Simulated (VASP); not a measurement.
# Si (Fd-3m) in VASP: further runs

Si is run at these levels: PBE; tasks: single point.

All numbers are computed with VASP 6.6.1; they aren't measurements. Logs are shortened: lines on timing, memory, paths and dates and some standing lists are left out, and cuts for length are marked.

**1. The cell of the first run**

Symmetry: Fd-3m, No. 227, cubic system. Conventional cell: a = 5.391 Å, b = 5.391 Å, c = 5.391 Å, α = 90.00°, β = 90.00°, γ = 90.00°. Within 3.1 Å of Si (site symmetry -43m) lie 4 Si at 2.33 Å.

**2. Single point, PBE**

Input file INCAR:

```
  ALGO = Normal
  EDIFF = 1E-6
  ENCUT = 520
  GGA = PE
  ISIF = 2
  ISMEAR = 0
  LASPH = True
  LCHARG = True
  LELF = True
  LREAL = False
  LVHAR = True
  LWAVE = False
  NBANDS = 11
  NELM = 80
  PREC = Accurate
  SIGMA = 0.01
```

Input file KPOINTS:

```
k-points
0
Gamma
  6 6 6
```

Input file POSCAR:

```
Si
1.0
    0.0000000000      2.6953476392      2.6953476392
    2.6953476392      0.0000000000      2.6953476392
    2.6953476392      2.6953476392      0.0000000000
Si
2
Direct
    0.7500000000      0.7500000000      0.7500000000
    0.5000000000      0.5000000000      0.5000000000
```

Potentials or basis: VASP PAW PBE potentials, release 64 (Si).

Command:

```console
$ cat potpaw_PBE.64/Si/POTCAR > POTCAR
$ mpirun -np 1 vasp_std > vasp.out
```

OUTCAR:

```text
EDIFF = 1E-6
   ENCUT = 520
   GGA = PE
   ISIF = 2
   ISMEAR = 0
   LASPH = True
   LREAL = False
   NELM = 80
   PREC = Accurate

 ion  position               nearest neighbor table
   1  0.750  0.750  0.750-   2 2.33   2 2.33   2 2.33   2 2.33
   2  0.500  0.500  0.500-   1 2.33   1 2.33   1 2.33   1 2.33

  LATTYP: Found a face centered cubic cell.
 ALAT       =     5.3906952784

  Lattice vectors:

 A1 = (   0.0000000000,   2.6953476392,   2.6953476392)
 A2 = (   2.6953476392,   0.0000000000,   2.6953476392)
 A3 = (   2.6953476392,   2.6953476392,   0.0000000000)

Analysis of symmetry for initial positions (statically):
=====================================================================
 Subroutine PRICEL returns:
 Original cell was already a primitive cell.

 Routine SETGRP: Setting up the symmetry group for a
 face centered cubic supercell.

 Subroutine GETGRP returns: Found 48 space group operations
 (whereof 24 operations were pure point group operations)
 out of a pool of 48 trial point group operations.

The static configuration has the point symmetry T_d .
 The point group associated with its full space group is O_h .

Analysis of symmetry for dynamics (positions and initial velocities):
=====================================================================
 Subroutine PRICEL returns:
 Original cell was already a primitive cell.

 Routine SETGRP: Setting up the symmetry group for a
 face centered cubic supercell.

 Subroutine GETGRP returns: Found 48 space group operations
 (whereof 24 operations were pure point group operations)
 out of a pool of 48 trial point group operations.

The dynamic configuration has the point symmetry T_d .
 The point group associated with its full space group is O_h .

 Subroutine INISYM returns: Found 48 space group operations
 (whereof 24 operations are pure point group operations),
 and found     1 'primitive' translations

----------------------------------------------------------------------------------------

                                     Primitive cell

  volume of cell :      39.1629

  direct lattice vectors                    reciprocal lattice vectors
     0.000000000  2.695347639  2.695347639    -0.185504828  0.185504828  0.185504828
     2.695347639  0.000000000  2.695347639     0.185504828 -0.185504828  0.185504828
     2.695347639  2.695347639  0.000000000     0.185504828  0.185504828 -0.185504828

  length of vectors
     3.811797187  3.811797187  3.811797187     0.321303787  0.321303787  0.321303787

  position of ions in fractional coordinates (direct lattice)
     0.750000000  0.750000000  0.750000000
     0.500000000  0.500000000  0.500000000

  ion indices of the primitive-cell ions
   primitive index   ion index
                 1           1
                 2           2

----------------------------------------------------------------------------------------

 KPOINTS: k-points

Automatic generation of k-mesh.
 Grid dimensions read from file:
 generate k-points for:    6    6    6

 Generating k-lattice:

  Cartesian coordinates                     Fractional coordinates (reciprocal lattice)
    -0.030917471  0.030917471  0.030917471     0.166666667  0.000000000  0.000000000
     0.030917471 -0.030917471  0.030917471     0.000000000  0.166666667  0.000000000
     0.030917471  0.030917471 -0.030917471     0.000000000  0.000000000  0.166666667

  Length of vectors
     0.053550631  0.053550631  0.053550631

  Shift w.r.t. Gamma in fractional coordinates (k-lattice)
     0.000000000  0.000000000  0.000000000

 Subroutine IBZKPT returns following result:
 ===========================================

 Found     16 irreducible k-points:

 Following reciprocal coordinates:
            Coordinates               Weight
  0.000000  0.000000  0.000000      1.000000
  0.166667  0.000000  0.000000      8.000000
  0.333333  0.000000  0.000000      8.000000
  0.500000  0.000000  0.000000      4.000000
  0.166667  0.166667  0.000000      6.000000
  0.333333  0.166667  0.000000     24.000000
[... 8 lines left out ...]
 -0.333333  0.333333  0.166667     24.000000
 -0.333333  0.500000  0.166667     12.000000
   k-points           NKPTS =     16   k-points in BZ     NKDIM =     16   number of bands    NBANDS=     11
   number of dos      NEDOS =    301   number of ions     NIONS =      2
   total plane-waves  NPLWV =  21952
   dimension x,y,z NGX =    28 NGY =   28 NGZ =   28
   dimension x,y,z NGXF=    56 NGYF=   56 NGZF=   56
   ions per type =               2
   NGX,Y,Z   is equivalent  to a cutoff of  12.21, 12.21, 12.21 a.u.
   NGXF,Y,Z  is equivalent  to a cutoff of  24.42, 24.42, 24.42 a.u.
 SYSTEM =  unknown system
   PREC   = accura    normal or accurate (medium, high low for compatibility)
   ISTART =      0    job   : 0-new  1-cont  2-samecut
   ICHARG =      2    charge: 1-file 2-atom 10-const
   ISPIN  =      1    spin polarized calculation?
   LNONCOLLINEAR =      F non collinear calculations
   LSORBIT =      F    spin-orbit coupling
   LASPH  =      T    aspherical Exc in radial PAW
   ENCUT  =  520.0 eV  38.22 Ry    6.18 a.u.   7.09  7.09  7.09*2*pi/ulx,y,z
   NELM   =     80;   NELMIN=  2; NELMDL= -5     # of ELM steps
   EDIFF  = 0.1E-05   stopping-criterion for ELM
   LREAL  =      F    real-space projection
   EDIFFG = 0.1E-04   stopping-criterion for IOM
   NSW    =      0    number of steps for IOM
   IBRION =     -1    ionic relax: 0-MD 1-quasi-New 2-CG
   NFREE  =      0    steps in history (QN), initial steepest desc. (CG)
   ISIF   =      2    stress and relaxation
   ISYM   =      2    0-nonsym 1-usesym 2-fastsym
   POTIM  = 0.5000    time-step for ionic-motion
   TEBEG  =    0.0;   TEEND  =   0.0 temperature during run
   PSTRESS=    0.0 pullay stress
   NELECT =       8.0000    total number of electrons
   NUPDOWN=      -1.0000    fix difference up-down
   EMIN   =  10.00;   EMAX   =-10.00  energy-range for DOS
   EFERMI =   0.00;   METHOD = LEGACY
   ISMEAR =     0;   SIGMA  =   0.01  broadening in eV -4-tet -1-fermi 0-gaus
   EFERMI_NEDOS =   21; number of points for ismear=-14 and -15
   IALGO  =     38    algorithm
   IMIX   =      4    mixing-type and parameters
     AMIX     =   0.40;   BMIX     =  1.00
     AMIX_MAG =   1.60;   BMIX_MAG =  1.00
  volume/ion in A,a.u.               =      19.58       132.14
  Fermi-wavevector in a.u.,A,eV,Ry     =   0.964155  1.821988 12.647897  0.929594
  Thomas-Fermi vector in A             =   2.093762
   LORBIT       =      0    0 simple, 1 ext, 2 COOP (PROOUT), +10 PAW based schemes
   GGA     = PE    functional components
   LHFCALC =     F    Hartree Fock is set to
   AEXX    =    0.0000 exact exchange contribution
   IVDW    =     0    specifies the selected vdW correction
   LEPSILON=     F    determine dielectric tensor
   LRPA    =     F    only Hartree local field effects (RPA)
 non-spin polarized calculation
 Gauss-broadening in eV      SIGMA  =   0.01
  energy-cutoff  :      520.00
  volume of cell :       39.16
 maximum number of plane-waves:      1067
   NGX = 15   NGY = 15   NGZ = 15

 number of electron       8.0000001 magnetization

 Free energy of the ion-electron system (eV)
  ---------------------------------------------------
  ext. energy  EPLUGINS =         0.00000000
  ---------------------------------------------------
  free energy    TOTEN  =       -10.80371597 eV

  energy without entropy =      -10.80371597  energy(sigma->0) =      -10.80371597

 E-fermi :   6.1111     XC(G=0):  -9.4916

 val. band max:        6.0606936671   @ k =   0.0000   0.0000   0.0000
 cond. band min:       6.7228233361   @ k =   0.5000   0.5000   0.0000
 fundamental gap:      0.6621296690
 Fermi energy:         6.1111469097

 k-point     1 :       0.0000    0.0000    0.0000
  band No.  band energies     occupation
      1      -6.0525      2.00000
      2       6.0607      2.00000
      3       6.0607      2.00000
      4       6.0607      2.00000
      5       8.6318      0.00000
      6       8.6318      0.00000
      7       8.6318      0.00000
      8       9.6930      0.00000
      9      13.7874      0.00000
     10      13.7874      0.00000
     11      14.1082      0.00000

 k-point     2 :       0.1667    0.0000    0.0000
  band No.  band energies     occupation
      1      -5.6842      2.00000
      2       3.6631      2.00000
      3       5.6012      2.00000
      4       5.6012      2.00000
      5       8.4826      0.00000
      6       9.2915      0.00000
      7       9.2915      0.00000
      8      11.7180      0.00000
      9      13.1413      0.00000
     10      13.1413      0.00000
     11      15.2441      0.00000

 k-point     3 :       0.3333    0.0000    0.0000
  band No.  band energies     occupation
      1      -4.6467      2.00000
      2       0.6612      2.00000
      3       5.0438      2.00000
      4       5.0438      2.00000
      5       7.9029      0.00000
      6       9.5685      0.00000
      7       9.5685      0.00000
      8      14.0128      0.00000
      9      14.0746      0.00000
     10      14.0746      0.00000
     11      15.3487      0.00000

 k-point     4 :       0.5000    0.0000    0.0000
  band No.  band energies     occupation
      1      -3.6637      2.00000
      2      -1.0129      2.00000
      3       4.8437      2.00000
      4       4.8437      2.00000
      5       7.6783      0.00000
      6       9.3863      0.00000
      7       9.3863      0.00000
      8      13.8148      0.00000
      9      16.6638      0.00000
     10      16.6638      0.00000
     11      17.5627      0.00000
[... 127 lines left out ...]
 k-point    14 :       0.5000    0.3333    0.1667
  band No.  band energies     occupation
      1      -3.7157      2.00000
      2       0.3838      2.00000
      3       2.4104      2.00000
      4       3.7141      2.00000
      5       8.9215      0.00000
      6       9.7610      0.00000
      7      10.3616      0.00000
      8      13.2137      0.00000
      9      15.1669      0.00000
     10      16.0955      0.00000
     11      19.3164      0.00000

 k-point    15 :      -0.3333    0.3333    0.1667
  band No.  band energies     occupation
      1      -2.7040      2.00000
      2      -0.8459      2.00000
      3       1.9650      2.00000
      4       3.2336      2.00000
      5       9.4015      0.00000
      6       9.6602      0.00000
      7      12.2025      0.00000
      8      12.6680      0.00000
      9      13.7146      0.00000
     10      17.2819      0.00000
     11      18.1874      0.00000

 k-point    16 :      -0.3333    0.5000    0.1667
  band No.  band energies     occupation
      1      -1.6987      2.00000
      2      -1.6987      2.00000
      3       2.3291      2.00000
      4       2.3291      2.00000
      5       8.8037      0.00000
      6       8.8037      0.00000
      7      12.9053      0.00000
      8      12.9053      0.00000
      9      16.7700      0.00000
     10      16.7700      0.00000
     11      19.1981      0.00000

------------------------ aborting loop because EDIFF is reached ----------------------------------------

  FORCE on cell =-STRESS in cart. coord.  units (eV):
  Direction    XX          YY          ZZ          XY          YZ          ZX
  --------------------------------------------------------------------------------------
  -------------------------------------------------------------------------------------
  Total        1.0493094      1.0493094      1.0493094      0.0000000      0.0000000      0.0000000
  in kB       42.9279123     42.9279123     42.9279123      0.0000000      0.0000000      0.0000000
  external PRESSURE =      42.9279123 kB  Pullay stress =       0.0000000 kB

 VOLUME and BASIS-vectors are now :
 -----------------------------------------------------------------------------
  energy-cutoff  :      520.00
  volume of cell :       39.16
      direct lattice vectors                 reciprocal lattice vectors
     0.000000000  2.695347639  2.695347639    -0.185504828  0.185504828  0.185504828
     2.695347639  0.000000000  2.695347639     0.185504828 -0.185504828  0.185504828
     2.695347639  2.695347639  0.000000000     0.185504828  0.185504828 -0.185504828

 POSITION                                       TOTAL-FORCE (eV/Angst)
 -----------------------------------------------------------------------------------
      4.04302      4.04302      4.04302         0.000000      0.000000      0.000000
      2.69535      2.69535      2.69535        -0.000000     -0.000000     -0.000000
 -----------------------------------------------------------------------------------
    total drift:                                0.000000      0.000000     -0.000000

  FREE ENERGIE OF THE ION-ELECTRON SYSTEM (eV)
  ---------------------------------------------------
  free  energy   TOTEN  =       -10.8037159722 eV

  energy  without entropy=      -10.8037159722  energy(sigma->0) =      -10.80371597
```

It took 3.6 s on 1 thread of Intel Xeon 6975P-C (Granite Rapids), shared host; peak memory 0.14 GiB.

What came out:

| Property | Result |
| --- | --- |
| Free energy | -10.8037 eV |
| Pressure | 4.3 GPa |
| Band gap on the k mesh | 0.66 eV, indirect (least direct gap 2.57 eV) |

Levels at points of the mesh, in eV from the valence-band top:
```csv
k point,band 1,band 2,band 3,band 4,band 5,band 6,band 7,band 8
"(0.00, 0.00, 0.00)",-12.11,0.00,0.00,0.00,2.57,2.57,2.57,3.63
"(0.50, 0.00, 0.00)",-9.72,-7.07,-1.22,-1.22,1.62,3.33,3.33,7.75
"(0.50, 0.50, 0.00)",-7.89,-7.89,-2.91,-2.91,0.66,0.66,10.31,10.31
```

**3. Single point, PBE**

This run uses another cell than the first one, of 19.98 Å³/atom, 1.020 times its volume.

Input file INCAR:

```
ALGO = Normal
EDIFF = 1E-6
ENCUT = 520
GGA = PE
ISIF = 2
ISMEAR = 0
LASPH = True
LCHARG = True
LELF = True
LREAL = False
LVHAR = True
LWAVE = False
NBANDS = 11
NELM = 100
PREC = Accurate
SIGMA = 0.01
```

KPOINTS is that of step 2.

Input file POSCAR:

```
Si
1.0
    0.0000000000      2.7135600000      2.7135600000
    2.7135600000      0.0000000000      2.7135600000
    2.7135600000      2.7135600000      0.0000000000
Si
2
Direct
    0.7500000000      0.7500000000      0.7500000000
    0.5000000000      0.5000000000      0.5000000000
```

Potentials or basis: VASP PAW PBE potentials, release 64 (Si).

Command:

```console
$ cat potpaw_PBE.64/Si/POTCAR > POTCAR
$ mpirun -np 1 vasp_std > vasp.out
```

It took 4.3 s on 1 thread of Intel Xeon 6975P-C (Granite Rapids), shared host; peak memory 0.15 GiB.

It converged, with:

```yaml
Free_energy: -10.8199 eV
Pressure: 2.2 GPa
Band_gap_on_the_k_mesh: 0.70 eV, indirect (least direct gap 2.56 eV)
```

Levels at points of the mesh, in eV from the valence-band top:
| k point | band 1 | band 2 | band 3 | band 4 | band 5 | band 6 | band 7 | band 8 | band 9 |
| --- | --- | --- | --- | --- | --- | --- | --- | --- | --- |
| (0.00, 0.00, 0.00) | -11.97 | 0.00 | 0.00 | 0.00 | 2.56 | 2.56 | 2.56 | 3.40 | 7.72 |
| (0.50, 0.00, 0.00) | -9.64 | -6.98 | -1.20 | -1.20 | 1.55 | 3.34 | 3.34 | 7.73 | 10.55 |
| (0.50, 0.50, 0.00) | -7.82 | -7.82 | -2.86 | -2.86 | 0.70 | 0.70 | 10.13 | 10.13 | 10.98 |

A k mesh can miss the band edges. Expect the measured gap to be larger: semilocal functionals such as PBE lack the derivative discontinuity.
